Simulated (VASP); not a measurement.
Set up this calculation in VASP 6.6.1, as the native input.

```yaml
Task: single point
Functional: LDA
Potentials_or_basis: VASP PAW LDA potentials, release 64 (Mo_sv, S)
Cutoff: 520 eV
k_mesh: 2 × 2 × 2
Occupations: gaussian, width 0.01 eV
Spin: no spin polarisation
Dipole_correction: no
Further_INCAR_settings: LREAL = Auto; ALGO = Normal; EDIFF = 1e-07; NBANDS = 209
```

The structure of MoS2 lies in POSCAR:

```
MoS2
1.0
    6.2443904615     -5.4078007610      0.0000000000
    1.5610976068      8.1117011513      0.0000000000
    0.0000000000      0.0000000000     12.0794414733
Mo S
14 28
Direct
    0.1904761905      0.2380952381      0.2500000000
    0.9047619048      0.3809523810      0.2500000000
    0.6190476190      0.5238095238      0.2500000000
    0.3333333333      0.6666666667      0.2500000000
    0.0476190476      0.8095238095      0.2500000000
    0.7619047619      0.9523809524      0.2500000000
    0.4761904762      0.0952380952      0.2500000000
    0.9523809524      0.1904761905      0.7500000000
    0.6666666667      0.3333333333      0.7500000000
    0.3809523810      0.4761904762      0.7500000000
    0.0952380952      0.6190476190      0.7500000000
    0.8095238095      0.7619047619      0.7500000000
    0.5238095238      0.9047619048      0.7500000000
    0.2380952381      0.0476190476      0.7500000000
    0.1904761905      0.2380952381      0.6213370735
    0.9047619048      0.3809523810      0.6213370735
    0.6190476190      0.5238095238      0.6213370735
    0.3333333333      0.6666666667      0.6213370735
    0.0476190476      0.8095238095      0.6213370735
    0.7619047619      0.9523809524      0.6213370735
    0.4761904762      0.0952380952      0.6213370735
    0.9523809524      0.1904761905      0.3786629265
    0.6666666667      0.3333333333      0.3786629265
    0.3809523810      0.4761904762      0.3786629265
    0.0952380952      0.6190476190      0.3786629265
    0.8095238095      0.7619047619      0.3786629265
    0.5238095238      0.9047619048      0.3786629265
    0.2380952381      0.0476190476      0.3786629265
    0.1904761905      0.2380952381      0.8786629265
    0.9047619048      0.3809523810      0.8786629265
    0.6190476190      0.5238095238      0.8786629265
    0.3333333333      0.6666666667      0.8786629265
    0.0476190476      0.8095238095      0.8786629265
    0.7619047619      0.9523809524      0.8786629265
    0.4761904762      0.0952380952      0.8786629265
    0.9523809524      0.1904761905      0.1213370735
    0.6666666667      0.3333333333      0.1213370735
    0.3809523810      0.4761904762      0.1213370735
    0.0952380952      0.6190476190      0.1213370735
    0.8095238095      0.7619047619      0.1213370735
    0.5238095238      0.9047619048      0.1213370735
    0.2380952381      0.0476190476      0.1213370735
```

The input as run:

INCAR

```
SYSTEM = MoS2
PREC     = Accurate       ! precision mode
ENCUT    = 520            ! plane-wave cutoff, eV
EDIFF    = 1E-7           ! SCF threshold, eV
ISMEAR   = 0              ! smearing method
SIGMA    = 0.01           ! smearing width, eV
LREAL    = Auto         
LASPH    = .TRUE.         ! aspherical terms in the spheres
NELM     = 60             ! most SCF steps
ALGO     = Normal         ! electronic algorithm
ISIF     = 2              ! what is computed and relaxed
LWAVE    = .FALSE.        ! write WAVECAR
LCHARG   = .FALSE.        ! write CHGCAR
NBANDS   = 209            ! bands
```

KPOINTS

```
Automatic mesh
0
G
  2 2 2
  0 0 0
```

Potentials or basis: VASP PAW LDA potentials, release 64 (Mo_sv, S).

Command:

```bash
$ cat potpaw_LDA.64/Mo_sv/POTCAR potpaw_LDA.64/S/POTCAR > POTCAR
$ mpirun -np 1 vasp_std > vasp.out
```

Results of the run:

The pressure is 0.1 GPa. The largest force is 0.022 eV/Å. The band gap on the k mesh is 0.99 eV.

Caveat: the k points lie up to 0.44 Å⁻¹ apart.

Wall time 26 min on 1 thread of Oxide Virtual Turin-like Processor, on a shared host, peak memory 0.71 GiB.
